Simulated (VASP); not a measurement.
# TiAl (Pm-3m) in VASP: single point with r2SCAN

Aim: the single point of TiAl with r2SCAN.

All numbers are computed with VASP 6.6.1; they aren't measurements. Logs are shortened: lines on timing, memory, paths and dates and some standing lists are left out, and cuts for length are marked.

**1. The cell of the first run**

It takes space group Pm-3m (No. 221, cubic). Conventional cell: a = 3.171 Å, b = 3.171 Å, c = 3.171 Å, α = 90.00°, β = 90.00°, γ = 90.00°. Ti (site symmetry m-3m) has 8 Al at 2.75 Å and 6 Ti at 3.17 Å within 3.6 Å. Within 3.6 Å of Al (site symmetry m-3m) lie 8 Ti at 2.75 Å and 6 Al at 3.17 Å.

**2. Single point, r2SCAN**

Contents of POSCAR:

```
TiAl
1.0
    3.1714183436      0.0000000000      0.0000000000
    0.0000000000      3.1714183436      0.0000000000
    0.0000000000      0.0000000000      3.1714183436
Ti Al
1 1
Direct
    0.0000000000      0.0000000000      0.0000000000
    0.5000000000      0.5000000000      0.5000000000
```

Contents of INCAR.step1:

```
SYSTEM = TiAl
  PREC = Accurate
  ENCUT = 520
  ISMEAR = 0
  SIGMA = 0.1
  LREAL = .FALSE.
  LASPH = .TRUE.
  NELM = 80
  NBANDS = 14
  GGA = PE
  ALGO = Normal
  EDIFF = 1E-4
  LWAVE = .TRUE.
  LCHARG = .FALSE.
```

Contents of INCAR.step2:

```
SYSTEM = TiAl
  PREC = Accurate
  ENCUT = 520
  EDIFF = 1E-6
  ISMEAR = 0
  SIGMA = 0.1
  LREAL = .FALSE.
  LASPH = .TRUE.
  NELM = 80
  ALGO = Normal
  ISIF = 2
  LWAVE = .FALSE.
  LCHARG = .FALSE.
  METAGGA = R2SCAN
  LMIXTAU = .TRUE.
  NBANDS = 14
  ISTART = 1
```

Contents of KPOINTS:

```
Automatic mesh
0
G
  18 18 18
  0 0 0
```

Potentials or basis: VASP PAW PBE potentials, release 64 (Ti_sv, Al).

Command:

```console
> cat potpaw_PBE.64/Ti_sv/POTCAR potpaw_PBE.64/Al/POTCAR > POTCAR
> cp INCAR.step1 INCAR
> mpirun -np 1 vasp_std > vasp.out
> cp INCAR.step2 INCAR
> mpirun -np 1 vasp_std > vasp.out
```

OUTCAR:

```text
SYSTEM = TiAl
   PREC = Accurate
   ENCUT = 520
   EDIFF = 1E-6
   ISMEAR = 0
   LREAL = .FALSE.
   LASPH = .TRUE.
   NELM = 80
   ISIF = 2
   METAGGA = R2SCAN
   ISTART = 1

 ion  position               nearest neighbor table
   1  0.000  0.000  0.000-   2 2.75   2 2.75   2 2.75   2 2.75   2 2.75   2 2.75   2 2.75   2 2.75

   2  0.500  0.500  0.500-   1 2.75   1 2.75   1 2.75   1 2.75   1 2.75   1 2.75   1 2.75   1 2.75

  LATTYP: Found a simple cubic cell.
 ALAT       =     3.1714183436

  Lattice vectors:

 A1 = (   3.1714183436,   0.0000000000,   0.0000000000)
 A2 = (   0.0000000000,   3.1714183436,   0.0000000000)
 A3 = (   0.0000000000,   0.0000000000,   3.1714183436)

Analysis of symmetry for initial positions (statically):
=====================================================================
 Subroutine PRICEL returns:
 Original cell was already a primitive cell.

 Routine SETGRP: Setting up the symmetry group for a
 simple cubic supercell.

 Subroutine GETGRP returns: Found 48 space group operations
 (whereof 48 operations were pure point group operations)
 out of a pool of 48 trial point group operations.

The static configuration has the point symmetry O_h .

Analysis of symmetry for dynamics (positions and initial velocities):
=====================================================================
 Subroutine PRICEL returns:
 Original cell was already a primitive cell.

 Routine SETGRP: Setting up the symmetry group for a
 simple cubic supercell.

 Subroutine GETGRP returns: Found 48 space group operations
 (whereof 48 operations were pure point group operations)
 out of a pool of 48 trial point group operations.

The dynamic configuration has the point symmetry O_h .

 Subroutine INISYM returns: Found 48 space group operations
 (whereof 48 operations are pure point group operations),
 and found     1 'primitive' translations

----------------------------------------------------------------------------------------

                                     Primitive cell

  volume of cell :      31.8978

  direct lattice vectors                    reciprocal lattice vectors
     3.171418344  0.000000000  0.000000000     0.315316332  0.000000000  0.000000000
     0.000000000  3.171418344  0.000000000     0.000000000  0.315316332  0.000000000
     0.000000000  0.000000000  3.171418344     0.000000000  0.000000000  0.315316332

  length of vectors
     3.171418344  3.171418344  3.171418344     0.315316332  0.315316332  0.315316332

  position of ions in fractional coordinates (direct lattice)
     0.000000000  0.000000000  0.000000000
     0.500000000  0.500000000  0.500000000

  ion indices of the primitive-cell ions
   primitive index   ion index
                 1           1
                 2           2

----------------------------------------------------------------------------------------

 KPOINTS: Automatic mesh

Automatic generation of k-mesh.
 Grid dimensions read from file:
 generate k-points for:   18   18   18

 Generating k-lattice:

  Cartesian coordinates                     Fractional coordinates (reciprocal lattice)
     0.017517574  0.000000000  0.000000000     0.055555556  0.000000000  0.000000000
     0.000000000  0.017517574  0.000000000     0.000000000  0.055555556  0.000000000
     0.000000000  0.000000000  0.017517574     0.000000000  0.000000000  0.055555556

  Length of vectors
     0.017517574  0.017517574  0.017517574

  Shift w.r.t. Gamma in fractional coordinates (k-lattice)
     0.000000000  0.000000000  0.000000000

 Subroutine IBZKPT returns following result:
 ===========================================

 Found    220 irreducible k-points:

 Following reciprocal coordinates:
            Coordinates               Weight
  0.000000  0.000000  0.000000      1.000000
  0.055556  0.000000  0.000000      6.000000
  0.111111  0.000000  0.000000      6.000000
  0.166667  0.000000  0.000000      6.000000
  0.222222  0.000000  0.000000      6.000000
  0.277778  0.000000  0.000000      6.000000
[... 16 lines left out ...]
  0.277778  0.111111  0.000000     24.000000
  0.333333  0.111111  0.000000     24.000000
 [... further k-points ...]
   k-points           NKPTS =    220   k-points in BZ     NKDIM =    220   number of bands    NBANDS=     14
   number of dos      NEDOS =    301   number of ions     NIONS =      2
   total plane-waves  NPLWV =  13824
   dimension x,y,z NGX =    24 NGY =   24 NGZ =   24
   dimension x,y,z NGXF=    48 NGYF=   48 NGZF=   48
   ions per type =               1   1
   NGX,Y,Z   is equivalent  to a cutoff of  12.58, 12.58, 12.58 a.u.
   NGXF,Y,Z  is equivalent  to a cutoff of  25.16, 25.16, 25.16 a.u.
 SYSTEM =  TiAl
   PREC   = accura    normal or accurate (medium, high low for compatibility)
   ISTART =      1    job   : 0-new  1-cont  2-samecut
   ICHARG =      0    charge: 1-file 2-atom 10-const
   ISPIN  =      1    spin polarized calculation?
   LNONCOLLINEAR =      F non collinear calculations
   LSORBIT =      F    spin-orbit coupling
   LASPH  =      T    aspherical Exc in radial PAW
   ENCUT  =  520.0 eV  38.22 Ry    6.18 a.u.   5.90  5.90  5.90*2*pi/ulx,y,z
   NELM   =     80;   NELMIN=  2; NELMDL=  0     # of ELM steps
   EDIFF  = 0.1E-05   stopping-criterion for ELM
   LREAL  =      F    real-space projection
   EDIFFG = 0.1E-04   stopping-criterion for IOM
   NSW    =      0    number of steps for IOM
   IBRION =     -1    ionic relax: 0-MD 1-quasi-New 2-CG
   NFREE  =      0    steps in history (QN), initial steepest desc. (CG)
   ISIF   =      2    stress and relaxation
   ISYM   =      2    0-nonsym 1-usesym 2-fastsym
   POTIM  = 0.5000    time-step for ionic-motion
   TEBEG  =    0.0;   TEEND  =   0.0 temperature during run
   PSTRESS=    0.0 pullay stress
   NELECT =      15.0000    total number of electrons
   NUPDOWN=      -1.0000    fix difference up-down
   EMIN   =  10.00;   EMAX   =-10.00  energy-range for DOS
   EFERMI =   0.00;   METHOD = LEGACY
   ISMEAR =     0;   SIGMA  =   0.10  broadening in eV -4-tet -1-fermi 0-gaus
   EFERMI_NEDOS =   21; number of points for ismear=-14 and -15
   IALGO  =     38    algorithm
   IMIX   =      4    mixing-type and parameters
     AMIX     =   0.40;   BMIX     =  1.00
     AMIX_MAG =   1.60;   BMIX_MAG =  1.00
  volume/ion in A,a.u.               =      15.95       107.63
  Fermi-wavevector in a.u.,A,eV,Ry     =   1.273068  2.405750 22.051003  1.620703
  Thomas-Fermi vector in A             =   2.405912
   LORBIT       =      0    0 simple, 1 ext, 2 COOP (PROOUT), +10 PAW based schemes
   METAGGA = R2SCAN    functional components
   LHFCALC =     F    Hartree Fock is set to
   AEXX    =    0.0000 exact exchange contribution
   IVDW    =     0    specifies the selected vdW correction
   LEPSILON=     F    determine dielectric tensor
   LRPA    =     F    only Hartree local field effects (RPA)
 non-spin polarized calculation
 Gauss-broadening in eV      SIGMA  =   0.10
  energy-cutoff  :      520.00
  volume of cell :       31.90
 maximum number of plane-waves:       912
 NGX is ok and might be reduce to    24
   NGX = 11   NGY = 11   NGZ = 11

 number of electron      14.9999993 magnetization

 Free energy of the ion-electron system (eV)
  ---------------------------------------------------
  ext. energy  EPLUGINS =         0.00000000
  ---------------------------------------------------
  free energy    TOTEN  =       -20.31569566 eV

  energy without entropy =      -20.30596109  energy(sigma->0) =      -20.31082837

 E-fermi :   8.9252     XC(G=0): -11.9334

 val. band max:        8.9201321330   @ k =   0.3889   0.1111   0.1111
 cond. band min:       8.9264680868   @ k =   0.3333   0.2778   0.2778
 fundamental gap:      0.0063359538
 Fermi energy:         8.9252016344

 k-point     1 :       0.0000    0.0000    0.0000
  band No.  band energies     occupation
      1     -50.3499      2.00000
      2     -25.5038      2.00000
      3     -25.5038      2.00000
      4     -25.5038      2.00000
      5      -0.9866      2.00000
      6       7.2726      2.00000
      7       7.2726      2.00000
      8      10.9780      0.00000
      9      10.9780      0.00000
     10      10.9780      0.00000
     11      13.5672      0.00000
     12      13.5672      0.00000
     13      13.5672      0.00000
     14      18.0179      0.00000

 k-point     2 :       0.0556    0.0000    0.0000
  band No.  band energies     occupation
      1     -50.3495      2.00000
      2     -25.5096      2.00000
      3     -25.5033      2.00000
      4     -25.5033      2.00000
      5      -0.9344      2.00000
      6       7.2454      2.00000
      7       7.2969      2.00000
      8      10.8788      0.00000
      9      10.8788      0.00000
     10      10.9844      0.00000
     11      13.3326      0.00000
     12      13.7039      0.00000
     13      13.7039      0.00000
     14      17.9488      0.00000

 k-point     3 :       0.1111    0.0000    0.0000
  band No.  band energies     occupation
      1     -50.3480      2.00000
      2     -25.5262      2.00000
      3     -25.5019      2.00000
      4     -25.5019      2.00000
      5      -0.7788      2.00000
      6       7.1454      2.00000
      7       7.3681      2.00000
      8      10.6326      0.00000
      9      10.6326      0.00000
     10      11.0026      0.00000
     11      12.8091      0.00000
     12      14.0635      0.00000
     13      14.0635      0.00000
     14      17.7483      0.00000

 k-point     4 :       0.1667    0.0000    0.0000
  band No.  band energies     occupation
      1     -50.3458      2.00000
      2     -25.5515      2.00000
      3     -25.4997      2.00000
      4     -25.4997      2.00000
      5      -0.5225      2.00000
      6       6.9245      2.00000
      7       7.4814      2.00000
      8      10.3263      0.00000
      9      10.3263      0.00000
     10      11.0307      0.00000
     11      12.2796      0.00000
     12      14.5623      0.00000
     13      14.5623      0.00000
     14      17.4368      0.00000

 k-point     5 :       0.2222    0.0000    0.0000
  band No.  band energies     occupation
      1     -50.3431      2.00000
      2     -25.5825      2.00000
      3     -25.4970      2.00000
      4     -25.4970      2.00000
      5      -0.1697      2.00000
      6       6.5330      2.00000
      7       7.6280      2.00000
      8      10.0180      0.00000
      9      10.0180      0.00000
     10      11.0656      0.00000
     11      11.9167      0.00000
[... 276 lines left out ...]
 k-point    22 :       0.2222    0.1111    0.0000
  band No.  band energies     occupation
      1     -50.3412      2.00000
      2     -25.5801      2.00000
      3     -25.5188      2.00000
      4     -25.4951      2.00000
      5       0.0250      2.00000
      6       6.6484      2.00000
      7       7.5471      2.00000
      8       9.6430      0.00000
      9      10.0421      0.00000
     10      10.8355      0.00000
     11      12.1920      0.00000
     12      14.2166      0.00000
     13      15.5120      0.00000
     14      17.5493      0.00000

 k-point    23 :       0.2778    0.1111    0.0000
  band No.  band energies     occupation
      1     -50.3383      2.00000
      2     -25.6127      2.00000
      3     -25.5157      2.00000
      4     -25.4922      2.00000
      5       0.4603      2.00000
      6       6.0912      2.00000
      7       7.7219      2.00000
      8       9.4223      0.00000
      9       9.7823      0.00000
     10      10.8762      0.00000
     11      11.9554      0.00000
     12      14.6895      0.00000
     13      16.1217      0.00000
     14      17.2452      0.00000

 k-point    24 :       0.3333    0.1111    0.0000
  band No.  band energies     occupation
      1     -50.3356      2.00000
      2     -25.6431      2.00000
      3     -25.5128      2.00000
      4     -25.4896      2.00000
      5       0.9752      2.00000
      6       5.4028      2.00000
      7       7.9110      2.00000
      8       9.2355      0.00001
      9       9.5625      0.00000
     10      10.9184      0.00000
     11      11.8906      0.00000
     12      15.1260      0.00000
     13      16.7790      0.00000
     14      17.0135      0.00000

 [... further k-points ...]

------------------------ aborting loop because EDIFF is reached ----------------------------------------

  FORCE on cell =-STRESS in cart. coord.  units (eV):
  Direction    XX          YY          ZZ          XY          YZ          ZX
  --------------------------------------------------------------------------------------
  -------------------------------------------------------------------------------------
  Total        0.0154354      0.0154354      0.0154354      0.0000000     -0.0000000      0.0000000
  in kB        0.7752978      0.7752978      0.7752978      0.0000000     -0.0000000      0.0000000
  external PRESSURE =       0.7752978 kB  Pullay stress =       0.0000000 kB

 VOLUME and BASIS-vectors are now :
 -----------------------------------------------------------------------------
  energy-cutoff  :      520.00
  volume of cell :       31.90
      direct lattice vectors                 reciprocal lattice vectors
     3.171418344  0.000000000  0.000000000     0.315316332  0.000000000  0.000000000
     0.000000000  3.171418344  0.000000000     0.000000000  0.315316332  0.000000000
     0.000000000  0.000000000  3.171418344     0.000000000  0.000000000  0.315316332

 POSITION                                       TOTAL-FORCE (eV/Angst)
 -----------------------------------------------------------------------------------
      0.00000      0.00000      0.00000         0.000000      0.000000      0.000000
      1.58571      1.58571      1.58571         0.000000      0.000000      0.000000
 -----------------------------------------------------------------------------------
    total drift:                               -0.000000      0.000000      0.000000

  FREE ENERGIE OF THE ION-ELECTRON SYSTEM (eV)
  ---------------------------------------------------
  free  energy   TOTEN  =       -20.3156956593 eV

  energy  without entropy=      -20.3059610876  energy(sigma->0) =      -20.31082837
```

Wall time 90 s (1 thread of Intel Xeon 6975P-C (Granite Rapids), shared host); peak memory 0.22 GiB.

What came out:

* Free energy: -20.3157 eV
* Pressure: 0.1 GPa
* Band gap on the k mesh: zero (an odd number of electrons rules out a gap without spin polarisation)

Caveat: the PAW data sets were made with another functional, which shifts forces and pressure a little.
